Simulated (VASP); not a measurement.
# CuMoH6 (Pm-3m) in VASP: further runs, part 2 of 2

VASP 6.6.1.

### 4 Relaxation of cell and atoms, PBE

This run uses another cell than the first one, of 8.74 Å³/atom.

INCAR reads:

```
SYSTEM = CuMoH6
PREC = Accurate ; ENCUT = 600
EDIFF = 1E-6 ; ISMEAR = 0
SIGMA = 0.1 ; LREAL = .FALSE.
LASPH = .TRUE. ; NELM = 100
ALGO = Normal ; ISIF = 3
LWAVE = .FALSE. ; LCHARG = .FALSE.
GGA = PE ; IBRION = 2
NSW = 90 ; EDIFFG = -0.04
```

KPOINTS reads:

```
Automatic mesh
0
G
  4 4 4
  0 0 0
```

POSCAR reads:

```
CuMoH6
1.0
    4.1198784200      0.0000000000      0.0000000000
    0.0000000000      4.1198784200      0.0000000000
    0.0000000000      0.0000000000      4.1198784200
Cu H Mo
1 6 1
Direct
    0.5000000000      0.5000000000      0.5000000000
    0.8492966300      0.5000000000      0.5000000000
    0.1507033700      0.5000000000      0.5000000000
    0.5000000000      0.8492966300      0.5000000000
    0.5000000000      0.1507033700      0.5000000000
    0.5000000000      0.5000000000      0.8492966300
    0.5000000000      0.5000000000      0.1507033700
    0.0000000000      0.0000000000      0.0000000000
```

Potentials or basis: VASP PAW PBE potentials, release 64 (Cu, H, Mo_sv).

On the command line:

```bash
> cat potpaw_PBE.64/Cu/POTCAR potpaw_PBE.64/H/POTCAR potpaw_PBE.64/Mo_sv/POTCAR > POTCAR
> mpirun -np 1 vasp_std > vasp.out
```

OUTCAR:

```text
SYSTEM = CuMoH6
   PREC = Accurate
   ENCUT = 600
   EDIFF = 1E-6
   ISMEAR = 0
   LREAL = .FALSE.
   LASPH = .TRUE.
   NELM = 100
   ISIF = 3
   GGA = PE
   IBRION = 2
   NSW = 90
   EDIFFG = -0.04

 ion  position               nearest neighbor table
   1  0.500  0.500  0.500-   2 1.44   3 1.44   4 1.44   5 1.44   6 1.44   7 1.44
   2  0.849  0.500  0.500-   1 1.44
   3  0.151  0.500  0.500-   1 1.44
   4  0.500  0.849  0.500-   1 1.44
   5  0.500  0.151  0.500-   1 1.44
   6  0.500  0.500  0.849-   1 1.44
   7  0.500  0.500  0.151-   1 1.44
   8  0.000  0.000  0.000-

  LATTYP: Found a simple cubic cell.
 ALAT       =     4.1198784200

  Lattice vectors:

 A1 = (   4.1198784200,   0.0000000000,   0.0000000000)
 A2 = (   0.0000000000,   4.1198784200,   0.0000000000)
 A3 = (   0.0000000000,   0.0000000000,   4.1198784200)

Analysis of symmetry for initial positions (statically):
=====================================================================
 Subroutine PRICEL returns:
 Original cell was already a primitive cell.

 Routine SETGRP: Setting up the symmetry group for a
 simple cubic supercell.

 Subroutine GETGRP returns: Found 48 space group operations
 (whereof 48 operations were pure point group operations)
 out of a pool of 48 trial point group operations.

The static configuration has the point symmetry O_h .

Analysis of symmetry for dynamics (positions and initial velocities):
=====================================================================
 Subroutine PRICEL returns:
 Original cell was already a primitive cell.

 Routine SETGRP: Setting up the symmetry group for a
 simple cubic supercell.

 Subroutine GETGRP returns: Found 48 space group operations
 (whereof 48 operations were pure point group operations)
 out of a pool of 48 trial point group operations.

The dynamic configuration has the point symmetry O_h .

 Subroutine INISYM returns: Found 48 space group operations
 (whereof 48 operations are pure point group operations),
[... 116 lines left out ...]
  Thomas-Fermi vector in A             =   2.382371
   LORBIT       =      0    0 simple, 1 ext, 2 COOP (PROOUT), +10 PAW based schemes
   GGA     = PE    functional components
   LHFCALC =     F    Hartree Fock is set to
   AEXX    =    0.0000 exact exchange contribution
   IVDW    =     0    specifies the selected vdW correction
   LEPSILON=     F    determine dielectric tensor
   LRPA    =     F    only Hartree local field effects (RPA)
 conjugate gradient relaxation of ions
 non-spin polarized calculation
 Gauss-broadening in eV      SIGMA  =   0.10
  energy-cutoff  :      600.00
  volume of cell :       69.93
 maximum number of plane-waves:      2360
 NGX is ok and might be reduce to    36
   NGX = 17   NGY = 17   NGZ = 17

--------------------------------------- Ionic step        1  -------------------------------------------

 number of electron      31.0000004 magnetization

 Free energy of the ion-electron system (eV)
  ---------------------------------------------------
  ext. energy  EPLUGINS =         0.00000000
  ---------------------------------------------------
  free energy    TOTEN  =       -23.74523854 eV

  energy without entropy =      -23.70660706  energy(sigma->0) =      -23.72592280

------------------------ aborting loop because EDIFF is reached ----------------------------------------

  FORCE on cell =-STRESS in cart. coord.  units (eV):
  Direction    XX          YY          ZZ          XY          YZ          ZX
  --------------------------------------------------------------------------------------
  -------------------------------------------------------------------------------------
  Total        0.8898413      0.8898413      0.8898413     -0.0000000     -0.0000000      0.0000000
  in kB       20.3877809     20.3877809     20.3877809     -0.0000000     -0.0000000      0.0000000
  external PRESSURE =      20.3877809 kB  Pullay stress =       0.0000000 kB
[... 107 lines left out ...]
  FREE ENERGIE OF THE ION-ELECTRON SYSTEM (eV)
  ---------------------------------------------------
  free  energy   TOTEN  =       -24.4461059557 eV

  energy  without entropy=      -24.3822963216  energy(sigma->0) =      -24.41420114

[... ionic steps 4 to 7 ...]

--------------------------------------- Ionic step        8  -------------------------------------------

 number of electron      31.0000009 magnetization

------------------------ aborting loop because EDIFF is reached ----------------------------------------
[... 79 lines left out ...]
--------------------------------------- Ionic step       10  -------------------------------------------

 number of electron      30.9999996 magnetization

 Free energy of the ion-electron system (eV)
  ---------------------------------------------------
  ext. energy  EPLUGINS =         0.00000000
  ---------------------------------------------------
  free energy    TOTEN  =       -24.87872026 eV

  energy without entropy =      -24.82297371  energy(sigma->0) =      -24.85084698

 E-fermi :   4.1748     XC(G=0):  -9.9392

 val. band max:        4.1678224731   @ k =   0.5000   0.5000   0.2500
 cond. band min:       4.2403924814   @ k =   0.5000   0.2500   0.2500
 fundamental gap:      0.0725700082
 Fermi energy:         4.1748196628

 k-point     1 :       0.0000    0.0000    0.0000
  band No.  band energies     occupation
      1     -56.7788      2.00000
      2     -30.8722      2.00000
      3     -30.8722      2.00000
      4     -30.8722      2.00000
      5      -7.4278      2.00000
      6      -4.2905      2.00000
[... 254 lines left out ...]
  FREE ENERGIE OF THE ION-ELECTRON SYSTEM (eV)
  ---------------------------------------------------
  free  energy   TOTEN  =       -24.8787202590 eV

  energy  without entropy=      -24.8229737051  energy(sigma->0) =      -24.85084698

 reached required accuracy - stopping structural energy minimisation
```

CONTCAR:

```text
CuMoH6
   1.00000000000000
     4.0893555217491988   -0.0000000000000000    0.0000000000000000
    -0.0000000000000000    4.0893555217491988   -0.0000000000000000
    -0.0000000000000000   -0.0000000000000000    4.0893555217491988
  Cu              H               Mo
     1     6     1
Direct
     0.5000000000000000    0.5000000000000000    0.5000000000000000
     0.8929676848889996    0.5000000000000000    0.5000000000000000
     0.1070323151110003    0.5000000000000000    0.5000000000000000
     0.5000000000000000    0.8929676848889996    0.5000000000000000
     0.5000000000000000    0.1070323151110003    0.5000000000000000
     0.5000000000000000    0.5000000000000000    0.8929676848889996
     0.5000000000000000    0.5000000000000000    0.1070323151110003
     0.0000000000000000    1.0000000000000000    0.0000000000000000

  0.00000000E+00  0.00000000E+00  0.00000000E+00
  0.00000000E+00  0.00000000E+00  0.00000000E+00
  0.00000000E+00  0.00000000E+00  0.00000000E+00
  0.00000000E+00  0.00000000E+00  0.00000000E+00
  0.00000000E+00  0.00000000E+00  0.00000000E+00
  0.00000000E+00  0.00000000E+00  0.00000000E+00
  0.00000000E+00  0.00000000E+00  0.00000000E+00
  0.00000000E+00  0.00000000E+00  0.00000000E+00
```

Wall time 2.8 min (1 thread of Oxide Virtual Turin-like, shared host); peak memory 0.19 GiB.

Results:

```
Free energy                           : -24.8787 eV
Relaxed volume                        : 8.55 Å³/atom
Relaxed cell                          : a = 4.089 Å, b = 4.089 Å, c = 4.089 Å, α = 90.00°, β = 90.00°, γ = 90.00°
Space group after relaxing (to 0.1 Å) : Pm-3m (No. 221)
Energy gained by relaxing             : 141.7 meV/atom
Ionic steps                           : 10
Pressure after relaxing               : -0.1 GPa
Largest force after relaxing          : 0.029 eV/Å
Band gap on the k mesh                : zero (an odd number of electrons rules out a gap without spin polarisation)
```

Forces in eV/Å, atoms in the order of the input:
```
Cu   0.000  0.000  0.000
H   -0.029  0.000  0.000
H    0.029  0.000  0.000
H    0.000 -0.029  0.000
H    0.000  0.029  0.000
H    0.000  0.000 -0.029
H    0.000  0.000  0.029
Mo   0.000  0.000  0.000
```

The path:
| step | energy change (eV) | largest force (eV/Å) | pressure (GPa) | volume (Å³) |
| --- | --- | --- | --- | --- |
| 1 | 0.0000 | 1.7006 | 2.04 | 69.93 |
| 2 | -0.6763 | 1.1991 | -2.77 | 71.06 |
| 3 | -0.7009 | 2.3860 | 0.86 | 73.40 |
| 4 | -0.9920 | 0.7055 | -3.68 | 71.82 |
| 5 | -1.0914 | 0.1645 | -2.45 | 72.59 |
| 6 | -1.0947 | 0.1447 | -2.88 | 72.41 |
| 7 | -1.0962 | 0.0491 | -2.69 | 72.47 |
| 8 | -1.1183 | 0.1790 | -1.25 | 70.54 |
| 9 | -1.1197 | 0.2535 | -0.79 | 69.97 |
| 10 | -1.1335 | 0.0290 | -0.11 | 68.39 |

Final structure:
```cif
data_structure
_symmetry_space_group_name_H-M 'P 1'
_symmetry_Int_Tables_number 1
_cell_length_a 4.0894
_cell_length_b 4.0894
_cell_length_c 4.0894
_cell_angle_alpha 90.000
_cell_angle_beta 90.000
_cell_angle_gamma 90.000
_cell_volume 68.39
loop_
_atom_site_label
_atom_site_type_symbol
_atom_site_fract_x
_atom_site_fract_y
_atom_site_fract_z
_atom_site_occupancy
Cu1 Cu 0.50000 0.50000 0.50000 1
H1 H 0.89297 0.50000 0.50000 1
H2 H 0.10703 0.50000 0.50000 1
H3 H 0.50000 0.89297 0.50000 1
H4 H 0.50000 0.10703 0.50000 1
H5 H 0.50000 0.50000 0.89297 1
H6 H 0.50000 0.50000 0.10703 1
Mo1 Mo 0.00000 0.00000 0.00000 1
```

Caveat: the k points lie up to 0.38 Å⁻¹ apart in the final cell, too coarse for converged energies and pressures of a metal; the highest band is partly filled, so the run has too few bands.

### 5 Single point, PBE, collinear spin

INCAR reads:

```
  PREC = Accurate
  ENCUT = 520
  EDIFF = 1E-6
  ISMEAR = 0
  SIGMA = 0.1
  LREAL = F
  LASPH = T
  NELM = 150
  ALGO = Normal
  ISIF = 2
  LWAVE = F
  LCHARG = F
  ISPIN = 2
  MAGMOM = 0 0 0 0 0 0 0 1
  LORBIT = 11
  LMAXMIX = 4
  GGA = PE
  NBANDS = 30
```

KPOINTS reads:

```
regular mesh
0
Gamma
  4 4 4
```

POSCAR reads:

```
CuMoH6
1.0
    4.0756367799      0.0000000000      0.0000000000
    0.0000000000      4.0756367799      0.0000000000
    0.0000000000      0.0000000000      4.0756367799
Cu H Mo
1 6 1
Direct
    0.5000000000      0.5000000000      0.5000000000
    0.8911927988      0.5000000000      0.5000000000
    0.1088072012      0.5000000000      0.5000000000
    0.5000000000      0.8911927988      0.5000000000
    0.5000000000      0.1088072012      0.5000000000
    0.5000000000      0.5000000000      0.8911927988
    0.5000000000      0.5000000000      0.1088072012
    0.0000000000      0.0000000000      0.0000000000
```

On the command line:

```bash
> cat potpaw_PBE.64/Cu/POTCAR potpaw_PBE.64/H/POTCAR potpaw_PBE.64/Mo_sv/POTCAR > POTCAR
> mpirun -np 1 vasp_std > vasp.out
```

It took 35 s on 1 thread of Oxide Virtual Turin-like, shared host; peak memory 0.17 GiB.

Results (log left out):

* Free energy: -26.0996 eV
* Pressure: 8.0 GPa
* Largest force: 0.271 eV/Å
* Net moment: 4.44 μB per cell
* Site moments: Cu -0.01; H +0.00; Mo +3.71 μB
* Valence electrons inside the program's atomic spheres: Cu 10.31; H 0.59; Mo 12.14

Forces on the atoms (eV/Å):
```
Cu   0.000  0.000  0.000
H   -0.271  0.000  0.000
H    0.271  0.000  0.000
H    0.000 -0.271  0.000
H    0.000  0.271  0.000
H    0.000  0.000 -0.271
H    0.000  0.000  0.271
Mo   0.000  0.000  0.000
```

Levels at points of the mesh, in eV from the Fermi level:
Spin up:
```tsv
k point	band 16	band 17	band 18	band 19	band 20	band 21
(0.00, 0.00, 0.00)	-0.97	-0.97	-0.12	-0.12	-0.12	0.93
(0.50, 0.00, 0.00)	-1.03	-0.95	0.13	1.98	1.98	3.14
(0.50, 0.50, 0.00)	-0.73	-0.56	0.47	0.75	1.25	3.09
(0.50, 0.50, 0.50)	-0.66	-0.66	-0.66	1.23	1.23	1.23
```
Spin down:
| k point | band 10 | band 11 | band 12 | band 13 | band 14 | band 15 | band 16 | band 17 |
| --- | --- | --- | --- | --- | --- | --- | --- | --- |
| (0.00, 0.00, 0.00) | -4.23 | -2.13 | -2.13 | -0.10 | -0.10 | -0.10 | 1.43 | 1.43 |
| (0.50, 0.00, 0.00) | -4.30 | -4.21 | -1.94 | -0.52 | -0.52 | 0.46 | 1.43 | 1.83 |
| (0.50, 0.50, 0.00) | -4.54 | -4.32 | -4.32 | -0.19 | 0.71 | 1.06 | 1.20 | 1.20 |
| (0.50, 0.50, 0.50) | -4.88 | -4.44 | -4.44 | -4.44 | 2.05 | 2.05 | 2.05 | 2.39 |

Caveat: the k points lie up to 0.39 Å⁻¹ apart.

### 6 Summary

```csv
task,spin,cell,cutoff (eV),gap on the mesh (eV),pressure (GPa),largest force (eV/Å)
single point,off,"a = 4.076 Å, 8 atoms, atomic positions A",520,none,0.0,0.09
single point,off,"a = 4.120 Å, 8 atoms, atomic positions B",520,none,1.8,1.70
relaxation of cell and atoms,off,"relaxed from a = 4.120 Å, 8 atoms, atomic positions B",600,none,-0.1,0.03
single point,collinear,"a = 4.076 Å, 8 atoms, atomic positions A",520,none,8.0,0.27
```

Alike in all rows: level PBE; potentials or basis VASP PAW PBE potentials, release 64 (Cu, H, Mo_sv); k mesh 4 × 4 × 4; smearing gaussian 0.1 eV.

Caveats: all runs use coarse meshes; forces of over 1 eV/Å act on the atoms, so gaps and moduli don't describe the material at rest (at least some runs); the highest band is partly filled, so the run has too few bands (at least some runs).

Total energies depend on the potentials used, so only differences within one code and one set of settings carry meaning.

The gap in the log of VASP goes by the Fermi energy; the results here count the filled bands.